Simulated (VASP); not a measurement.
Pd (a cell with a defect): single point with PBEsol+D3(BJ)

Pd (a cell with a defect):

```
CELL_PARAMETERS angstrom
-3.14456 3.14456 3.14456
3.14456 -3.14456 3.14456
3.14456 3.14456 -3.14456
ATOMIC_POSITIONS crystal
Pd 0.00000 0.00000 0.12712
Pd 0.00000 0.48074 0.99598
Pd 0.00000 0.50225 0.49764
Pd 0.48074 0.00000 0.99598
Pd 0.50225 0.00000 0.49764
Pd 0.49775 0.49775 0.99539
Pd 0.51926 0.51926 0.51524
```

| Item | Value |
| --- | --- |
| Program | VASP 6.6.1 |
| Task | single point |
| Functional | PBEsol |
| Dispersion | D3(BJ) |
| Potentials or basis | VASP PAW PBE potentials, release 64 (Pd) |
| Cutoff | 400 eV |
| k mesh | 2 × 2 × 2 |
| Occupations | gaussian, width 0.1 eV |
| Spin | no spin polarisation |

The pressure is -20.7 GPa, the largest force is 0.972 eV/Å and the band gap on the k mesh is zero (band 35 reaches 7.34 eV, above the bottom of band 36 at 6.86 eV). The dispersion energy per atom is -0.515 eV.

Forces in eV/Å, atoms in the order of the input:
```
Pd  -0.561 -0.561  0.561
Pd   0.030  0.161 -0.161
Pd  -0.018  0.113 -0.113
Pd   0.161  0.030 -0.161
Pd   0.113 -0.018 -0.113
Pd   0.113  0.113  0.018
Pd   0.161  0.161 -0.030
```

Stress tensor (GPa, compression positive):
```
-20.67  -0.95   0.95
 -0.95 -20.67   0.95
  0.95   0.95 -20.67
```

Levels at points of the mesh, in eV from the Fermi level:
```csv
k point,band 31,band 32,band 33,band 34,band 35,band 36,band 37,band 38,band 39,band 40
"(0.00, 0.00, 0.00)",0.00,0.00,0.27,0.41,0.41,0.52,1.55,2.10,2.10,2.74
"(0.50, 0.00, 0.00)",-0.69,-0.68,-0.58,-0.36,-0.11,-0.03,0.36,2.42,2.73,3.39
"(0.00, 0.00, 0.50)",-0.77,-0.71,-0.59,-0.53,-0.09,-0.07,0.14,2.45,2.99,3.17
"(0.50, 0.50, 0.50)",-0.76,-0.76,-0.58,-0.35,-0.35,0.25,0.25,1.06,1.06,1.08
```

Wall time 26 s on 1 thread of AMD EPYC 9R45 (Zen 5), on a shared host, peak memory 0.17 GiB.

Caveat: the k points lie up to 0.71 Å⁻¹ apart; the PAW data sets were made with another functional, which shifts forces and pressure a little.
